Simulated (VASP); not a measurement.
Input of a VASP 6.6.1 run:

INCAR

```
SYSTEM = Ru
ALGO = Normal ; DIPOL = 0.5 0.5 0.500
EDIFF = 1E-6 ; ENCUT = 520
GGA = CA ; IDIPOL = 3
ISIF = 2 ; ISMEAR = -1
LASPH = .TRUE. ; LCHARG = .TRUE.
LDIPOL = .TRUE. ; LELF = .TRUE.
LREAL = .FALSE. ; LVACPOTAV = .TRUE.
LVHAR = .TRUE. ; LWAVE = .FALSE.
NBANDS = 21 ; NELM = 80
PREC = Accurate ; SIGMA = 0.1
```

KPOINTS

```
k-points
0
G
  14 9 1
  0 0 0
```

Contents of POSCAR:

```
Ru
1.0
    2.6752164047      0.0000000000      0.0000000000
    0.0000000000      4.2244496840      0.0000000000
    0.0000000000      0.0000000000     16.7723000000
Ru
2
Direct
    0.7500000000      0.7500000000      0.4769778607
    0.2500000000      0.2500000000      0.5230221393
```

Potentials or basis: VASP PAW LDA potentials, release 64 (Ru_pv).

Run with:

```console
$ cat potpaw_LDA.64/Ru_pv/POTCAR > POTCAR
$ mpirun -np 1 vasp_std > vasp.out
```

(1) Predict the band gap on the k mesh.

(2) What does it give for the largest force?

Results:

(1) zero (band 14 reaches -2.80 eV, above the bottom of band 15 at -3.33 eV).

(2) 0.389 eV/Å.
